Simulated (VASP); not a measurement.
A run of VASP 6.6.1:

File INCAR:

```
PREC = Accurate
ENCUT = 600
EDIFF = 1E-7
ISMEAR = 0
SIGMA = 0.02
LREAL = F
LASPH = T
NELM = 120
ALGO = Normal
ISIF = 3
LWAVE = F
LCHARG = F
GGA = PS
IBRION = 2
NSW = 100
EDIFFG = -0.002
GGA_COMPAT = F
NELMIN = 4
```

The input KPOINTS:

```
Automatic mesh
0
Gamma
  8 8 8
```

POSCAR

```
CaO
1.0
    0.0000000000      2.3838150173      2.3838150173
    2.3838150173      0.0000000000      2.3838150173
    2.3838150173      2.3838150173      0.0000000000
Ca O
1 1
Direct
    0.0000000000      0.0000000000      0.0000000000
    0.5000000000      0.5000000000      0.5000000000
```

Potentials or basis: VASP PAW PBE potentials, release 64 (Ca_sv, O).

Launch:

```sh
$ cat potpaw_PBE.64/Ca_sv/POTCAR potpaw_PBE.64/O/POTCAR > POTCAR
$ mpirun -np 1 vasp_std > vasp.out
```

Hardware: 1 thread of Intel Xeon 8259CL (shared host).

Problem. How long does it take, and how much memory?

Solution. It took 65 s on 1 thread of Intel Xeon 8259CL, on a shared host, peak memory 0.17 GiB. Counts: scf iterations 30, k points 29, ion steps 3.
